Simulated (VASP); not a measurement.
# BN (P6_3/mmc) in VASP: a series of runs

BN is run at these levels: PBEsol; tasks: single point.

All numbers are computed with VASP 6.6.1; they aren't measurements. Logs are shortened: lines on timing, memory, paths and dates and some standing lists are left out, and cuts for length are marked.

## (1) The cell of the first run

The structure is hexagonal, space group P6_3/mmc (No. 194). The conventional cell has a = 2.567 Å, b = 2.567 Å, c = 6.994 Å, α = 90.00°, β = 90.00°, γ = 120.00°. Within 2.0 Å of B (site symmetry -6m2) lie 3 N at 1.48 Å. N (site symmetry -6m2) has 3 B at 1.48 Å within 2.0 Å.

## (2) Single point, PBEsol (strain +0.025 along x and y, +0.050 along z)

Contents of INCAR:

```
ALGO     = Normal         # electronic algorithm
EDIFF    = 1E-6           # SCF threshold, eV
ENCUT    = 520            # plane-wave cutoff, eV
GGA      = PS             # functional
ISIF     = 2              # what is computed and relaxed
ISMEAR   = 0              # smearing method
LASPH    = True           # aspherical terms in the spheres
LCHARG   = False          # write CHGCAR
LREAL    = False          # projectors in reciprocal space
LWAVE    = False          # write WAVECAR
NBANDS   = 16             # bands
NELM     = 100            # most SCF steps
PREC     = Accurate       # precision mode
SIGMA    = 0.05           # smearing width, eV
```

Contents of KPOINTS:

```
k-points
0
Gamma
  12 12 4
```

Contents of POSCAR:

```
BN
1.0
    2.5665914969      0.0000000000      0.0000000000
   -1.2832957485      2.2227334374      0.0000000000
    0.0000000000      0.0000000000      6.9942600000
B N
2 2
Direct
    0.3333333333      0.6666666667      0.2500000000
    0.6666666667      0.3333333333      0.7500000000
    0.3333333333      0.6666666667      0.7500000000
    0.6666666667      0.3333333333      0.2500000000
```

Potentials or basis: VASP PAW PBE potentials, release 64 (B, N).

The run is started by

```console
> cat potpaw_PBE.64/B/POTCAR potpaw_PBE.64/N/POTCAR > POTCAR
> mpirun -np 1 vasp_std > vasp.out
```

OUTCAR:

```text
EDIFF = 1E-6
   ENCUT = 520
   GGA = PS
   ISIF = 2
   ISMEAR = 0
   LASPH = True
   LREAL = False
   NELM = 100
   PREC = Accurate

 ion  position               nearest neighbor table
   1  0.333  0.667  0.250-   4 1.48   4 1.48   4 1.48
   2  0.667  0.333  0.750-   3 1.48   3 1.48   3 1.48
   3  0.333  0.667  0.750-   2 1.48   2 1.48   2 1.48
   4  0.667  0.333  0.250-   1 1.48   1 1.48   1 1.48

  LATTYP: Found a hexagonal cell.
 ALAT       =     2.5665914969
 C/A-ratio  =     2.7251161739

  Lattice vectors:

 A1 = (   2.5665914969,   0.0000000000,   0.0000000000)
 A2 = (  -1.2832957485,   2.2227334374,   0.0000000000)
 A3 = (   0.0000000000,   0.0000000000,   6.9942600000)

Analysis of symmetry for initial positions (statically):
=====================================================================
 Subroutine PRICEL returns:
 Original cell was already a primitive cell.

 Routine SETGRP: Setting up the symmetry group for a
 hexagonal supercell.

 Subroutine GETGRP returns: Found 24 space group operations
 (whereof 12 operations were pure point group operations)
 out of a pool of 24 trial point group operations.

The static configuration has the point symmetry D_3d.
 The point group associated with its full space group is D_6h.

Analysis of symmetry for dynamics (positions and initial velocities):
=====================================================================
 Subroutine PRICEL returns:
 Original cell was already a primitive cell.

 Routine SETGRP: Setting up the symmetry group for a
 hexagonal supercell.

 Subroutine GETGRP returns: Found 24 space group operations
 (whereof 12 operations were pure point group operations)
 out of a pool of 24 trial point group operations.

The dynamic configuration has the point symmetry D_3d.
 The point group associated with its full space group is D_6h.

 Subroutine INISYM returns: Found 24 space group operations
 (whereof 12 operations are pure point group operations),
 and found     1 'primitive' translations

----------------------------------------------------------------------------------------

                                     Primitive cell

  volume of cell :      39.9012

  direct lattice vectors                    reciprocal lattice vectors
     2.566591497  0.000000000  0.000000000     0.389621800  0.224948251  0.000000000
    -1.283295749  2.222733437  0.000000000     0.000000000  0.449896503  0.000000000
[... 86 lines left out ...]
   LASPH  =      T    aspherical Exc in radial PAW
   ENCUT  =  520.0 eV  38.22 Ry    6.18 a.u.   4.77  4.77 13.00*2*pi/ulx,y,z
   NELM   =    100;   NELMIN=  2; NELMDL= -5     # of ELM steps
   EDIFF  = 0.1E-05   stopping-criterion for ELM
   LREAL  =      F    real-space projection
   EDIFFG = 0.1E-04   stopping-criterion for IOM
   NSW    =      0    number of steps for IOM
   IBRION =     -1    ionic relax: 0-MD 1-quasi-New 2-CG
   NFREE  =      0    steps in history (QN), initial steepest desc. (CG)
   ISIF   =      2    stress and relaxation
   ISYM   =      2    0-nonsym 1-usesym 2-fastsym
   POTIM  = 0.5000    time-step for ionic-motion
   TEBEG  =    0.0;   TEEND  =   0.0 temperature during run
   PSTRESS=    0.0 pullay stress
   NELECT =      16.0000    total number of electrons
   NUPDOWN=      -1.0000    fix difference up-down
   EMIN   =  10.00;   EMAX   =-10.00  energy-range for DOS
   EFERMI =   0.00;   METHOD = LEGACY
   ISMEAR =     0;   SIGMA  =   0.05  broadening in eV -4-tet -1-fermi 0-gaus
   EFERMI_NEDOS =   21; number of points for ismear=-14 and -15
   IALGO  =     38    algorithm
   IMIX   =      4    mixing-type and parameters
     AMIX     =   0.40;   BMIX     =  1.00
     AMIX_MAG =   1.60;   BMIX_MAG =  1.00
  volume/ion in A,a.u.               =       9.98        67.32
  Fermi-wavevector in a.u.,A,eV,Ry     =   1.207219  2.281314 19.828839  1.457379
  Thomas-Fermi vector in A             =   2.342864
   LORBIT       =      0    0 simple, 1 ext, 2 COOP (PROOUT), +10 PAW based schemes
   GGA     = PS    functional components
   LHFCALC =     F    Hartree Fock is set to
   AEXX    =    0.0000 exact exchange contribution
   IVDW    =     0    specifies the selected vdW correction
   LEPSILON=     F    determine dielectric tensor
   LRPA    =     F    only Hartree local field effects (RPA)
 non-spin polarized calculation
 Gauss-broadening in eV      SIGMA  =   0.05
  energy-cutoff  :      520.00
  volume of cell :       39.90
 maximum number of plane-waves:      1092
 NGX is ok and might be reduce to    20
   NGX =  9   NGY =  9   NGZ = 27

 number of electron      16.0000002 magnetization

 Free energy of the ion-electron system (eV)
  ---------------------------------------------------
  ext. energy  EPLUGINS =         0.00000000
  ---------------------------------------------------
  free energy    TOTEN  =       -36.43668969 eV

  energy without entropy =      -36.43668969  energy(sigma->0) =      -36.43668969

 E-fermi :   1.8054     XC(G=0):  -9.8078

 val. band max:        1.4881967075   @ k =   0.3333   0.3333   0.5000
 cond. band min:       5.6154174009   @ k =   0.5000   0.0000   0.0000
 fundamental gap:      4.1272206934
 Fermi energy:         1.8054493363

 k-point     1 :       0.0000    0.0000    0.0000
  band No.  band energies     occupation
      1     -15.7957      2.00000
      2     -15.5881      2.00000
      3      -4.2345      2.00000
      4      -2.5058      2.00000
      5       0.1008      2.00000
      6       0.1008      2.00000
[... 433 lines left out ...]
      3      -5.2338      2.00000
      4      -5.1950      2.00000
      5      -2.0039      2.00000
      6      -1.9736      2.00000
[... 8 lines left out ...]
     15      17.1319      0.00000
     16      18.9192      0.00000

 [... further k-points ...]
[... 5 lines left out ...]
  --------------------------------------------------------------------------------------
  -------------------------------------------------------------------------------------
  Total       -5.5393433     -5.5393433     -0.0331608      0.0000000     -0.0000000      0.0000000
  in kB     -222.4246697   -222.4246696     -1.3315272      0.0000000     -0.0000000      0.0000000
  external PRESSURE =    -148.7269555 kB  Pullay stress =       0.0000000 kB

 VOLUME and BASIS-vectors are now :
 -----------------------------------------------------------------------------
  energy-cutoff  :      520.00
  volume of cell :       39.90
      direct lattice vectors                 reciprocal lattice vectors
     2.566591497  0.000000000  0.000000000     0.389621800  0.224948251  0.000000000
    -1.283295749  2.222733437  0.000000000     0.000000000  0.449896503  0.000000000
     0.000000000  0.000000000  6.994260000     0.000000000  0.000000000  0.142974382

 POSITION                                       TOTAL-FORCE (eV/Angst)
 -----------------------------------------------------------------------------------
     -0.00000      1.48182      1.74856         0.000000     -0.000000      0.000000
      1.28330      0.74091      5.24569        -0.000000      0.000000      0.000000
     -0.00000      1.48182      5.24569        -0.000000      0.000000      0.000000
      1.28330      0.74091      1.74856         0.000000     -0.000000      0.000000
 -----------------------------------------------------------------------------------
    total drift:                               -0.000000      0.000000      0.000000

  FREE ENERGIE OF THE ION-ELECTRON SYSTEM (eV)
  ---------------------------------------------------
  free  energy   TOTEN  =       -36.4366896895 eV

  energy  without entropy=      -36.4366896895  energy(sigma->0) =      -36.43668969
```

OSZICAR:

```text
N       E                     dE             d eps       ncg     rms          rms(c)
DAV:   1     0.489862967285E+02    0.48986E+02   -0.78337E+03  1832   0.915E+02
DAV:   2    -0.358558905665E+02   -0.84842E+02   -0.76682E+02  2584   0.212E+02
DAV:   3    -0.394392262832E+02   -0.35833E+01   -0.35671E+01  2352   0.436E+01
DAV:   4    -0.394646161692E+02   -0.25390E-01   -0.25384E-01  2336   0.413E+00
DAV:   5    -0.394648792714E+02   -0.26310E-03   -0.26310E-03  2352   0.399E-01    0.104E+01
DAV:   6    -0.367350678757E+02    0.27298E+01   -0.47293E+00  2360   0.163E+01    0.468E+00
DAV:   7    -0.365170231332E+02    0.21804E+00   -0.43045E-01  2488   0.476E+00    0.296E+00
DAV:   8    -0.364406907165E+02    0.76332E-01   -0.21371E-01  2336   0.300E+00    0.482E-01
DAV:   9    -0.364357839385E+02    0.49068E-02   -0.14243E-02  2104   0.944E-01    0.163E-01
DAV:  10    -0.364365707501E+02   -0.78681E-03   -0.11815E-03  2200   0.255E-01    0.312E-02
DAV:  11    -0.364366821455E+02   -0.11140E-03   -0.77232E-05  2288   0.655E-02    0.187E-02
DAV:  12    -0.364366895110E+02   -0.73655E-05   -0.20798E-05  2064   0.297E-02    0.199E-03
DAV:  13    -0.364366896895E+02   -0.17851E-06   -0.42856E-07  2008   0.509E-03
   1 F= -.36436690E+02 E0= -.36436690E+02  d E =-.643359E-21
```

It took 15 s on 1 thread of Intel Xeon 6975P-C (Granite Rapids), shared host; peak memory 0.17 GiB.

What came out:

```yaml
Free_energy: -36.4367 eV
Pressure: -14.9 GPa
Band_gap_on_the_k_mesh: 4.13 eV, indirect (least direct gap 4.41 eV)
```

Stress tensor (GPa, compression positive):
```
-22.24   0.00   0.00
  0.00 -22.24   0.00
  0.00   0.00  -0.13
```

Levels at points of the mesh, in eV from the valence-band top:
| k point | band 4 | band 5 | band 6 | band 7 | band 8 | band 9 | band 10 | band 11 | band 12 | band 13 |
| --- | --- | --- | --- | --- | --- | --- | --- | --- | --- | --- |
| (0.00, 0.00, 0.00) | -3.99 | -1.39 | -1.39 | -1.36 | -1.36 | 4.78 | 9.37 | 10.76 | 10.92 | 10.92 |
| (0.50, 0.00, 0.00) | -8.57 | -4.02 | -3.97 | -1.26 | -0.46 | 4.13 | 5.23 | 8.75 | 9.14 | 12.01 |
| (0.00, 0.00, 0.50) | -4.95 | -1.37 | -1.37 | -1.37 | -1.37 | 6.82 | 6.82 | 10.96 | 10.96 | 10.96 |
| (0.50, 0.00, 0.50) | -8.60 | -4.00 | -4.00 | -0.85 | -0.85 | 4.52 | 4.52 | 9.07 | 9.07 | 12.75 |

Caveat: the cell differs from its parent crystal (strain +0.025 along x and y, +0.050 along z); the PAW data sets were made with another functional, which shifts forces and pressure a little; this functional lacks dispersion, which binds the layers, so the pressure and a relaxed spacing across them are unreliable.

## (3) Single point, PBEsol (strain +0.050 along x and y, +0.025 along z)

Contents of INCAR:

```
ALGO = Normal
EDIFF = 1E-7
ENCUT = 520
GGA = PS
ISIF = 2
ISMEAR = 0
LASPH = T
LCHARG = T
LELF = T
LREAL = F
LVHAR = T
LWAVE = F
NBANDS = 16
NELM = 60
PREC = Accurate
SIGMA = 0.05
```

KPOINTS is that of step 2.

Contents of POSCAR:

```
BN
1.0
    2.6291912895      0.0000000000      0.0000000000
   -1.3145956448      2.2769464481      0.0000000000
    0.0000000000      0.0000000000      6.8277300000
B N
2 2
Direct
    0.3333333333      0.6666666667      0.2500000000
    0.6666666667      0.3333333333      0.7500000000
    0.3333333333      0.6666666667      0.7500000000
    0.6666666667      0.3333333333      0.2500000000
```

Potentials or basis: VASP PAW PBE potentials, release 64 (B, N).

The run is started by

```console
> cat potpaw_PBE.64/B/POTCAR potpaw_PBE.64/N/POTCAR > POTCAR
> mpirun -np 1 vasp_std > vasp.out
```

Wall time 18 s (1 thread of Intel Xeon 6975P-C (Granite Rapids), shared host); peak memory 0.16 GiB.

It converged, with:

- Free energy: -36.0504 eV
- Pressure: -27.3 GPa
- Band gap on the k mesh: 3.96 eV, indirect (least direct gap 4.22 eV)

Stress tensor (GPa, compression positive):
```
-40.93   0.00   0.00
  0.00 -40.93   0.00
  0.00   0.00   0.01
```

Levels at points of the mesh, in eV from the valence-band top:
| k point | band 4 | band 5 | band 6 | band 7 | band 8 | band 9 | band 10 | band 11 | band 12 | band 13 |
| --- | --- | --- | --- | --- | --- | --- | --- | --- | --- | --- |
| (0.00, 0.00, 0.00) | -3.51 | -1.46 | -1.46 | -1.42 | -1.42 | 4.80 | 9.32 | 9.72 | 10.33 | 10.33 |
| (0.50, 0.00, 0.00) | -8.29 | -3.92 | -3.86 | -1.29 | -0.35 | 3.96 | 5.16 | 8.11 | 8.38 | 11.80 |
| (0.00, 0.00, 0.50) | -4.62 | -1.44 | -1.44 | -1.44 | -1.44 | 6.85 | 6.85 | 10.39 | 10.39 | 10.39 |
| (0.50, 0.00, 0.50) | -8.33 | -3.89 | -3.89 | -0.80 | -0.80 | 4.36 | 4.36 | 8.37 | 8.37 | 12.49 |

Caveat: the cell differs from its parent crystal (strain +0.050 along x and y, +0.025 along z); the PAW data sets were made with another functional, which shifts forces and pressure a little; this functional lacks dispersion, which binds the layers, so the pressure and a relaxed spacing across them are unreliable.

## (4) Single point, PBEsol (strain +0.050 along x and y, +0.050 along z)

Contents of INCAR:

```
PREC = Accurate ; ENCUT = 520
EDIFF = 1E-6 ; ISMEAR = 0
SIGMA = 0.05 ; LREAL = False
LASPH = True ; NELM = 80
ALGO = Normal ; ISIF = 2
LWAVE = False ; LCHARG = False
GGA = PS ; NBANDS = 16
```

Contents of KPOINTS:

```
regular mesh
0
Gamma
  12 12 4
```

POSCAR: that of step 3 with these lines changed.

```diff
@@ -4,3 +4,3 @@
    -1.3145956448      2.2769464481      0.0000000000
-    0.0000000000      0.0000000000      6.8277300000
+    0.0000000000      0.0000000000      6.9942600000
 B N
```

The run is started by

```console
> cat potpaw_PBE.64/B/POTCAR potpaw_PBE.64/N/POTCAR > POTCAR
> mpirun -np 1 vasp_std > vasp.out
```

Run time: 15 s. Hardware: 1 thread of Intel Xeon 6975P-C (Granite Rapids), shared host; peak memory 0.16 GiB.

The run converged. Its results:

```
Free energy            : -36.0505 eV
Pressure               : -26.8 GPa
Band gap on the k mesh : 4.00 eV, indirect (least direct gap 4.23 eV)
```

Stress tensor (GPa, compression positive):
```
-40.02   0.00   0.00
  0.00 -40.02   0.00
  0.00   0.00  -0.23
```

Levels at points of the mesh, in eV from the valence-band top:
| k point | band 5 | band 6 | band 7 | band 8 | band 9 | band 10 | band 11 | band 12 |
| --- | --- | --- | --- | --- | --- | --- | --- | --- |
| (0.00, 0.00, 0.00) | -1.45 | -1.45 | -1.42 | -1.42 | 4.71 | 9.12 | 9.64 | 10.35 |
| (0.50, 0.00, 0.00) | -3.91 | -3.86 | -1.21 | -0.39 | 4.00 | 5.07 | 8.11 | 8.40 |
| (0.00, 0.00, 0.50) | -1.44 | -1.44 | -1.44 | -1.44 | 6.66 | 6.66 | 10.39 | 10.39 |
| (0.50, 0.00, 0.50) | -3.89 | -3.89 | -0.79 | -0.79 | 4.37 | 4.37 | 8.37 | 8.37 |

Caveat: the cell differs from its parent crystal (strain +0.050 along x and y, +0.050 along z); the PAW data sets were made with another functional, which shifts forces and pressure a little; this functional lacks dispersion, which binds the layers, so the pressure and a relaxed spacing across them are unreliable. A k mesh can miss the band edges.

(Continued in part 2 of 2.)
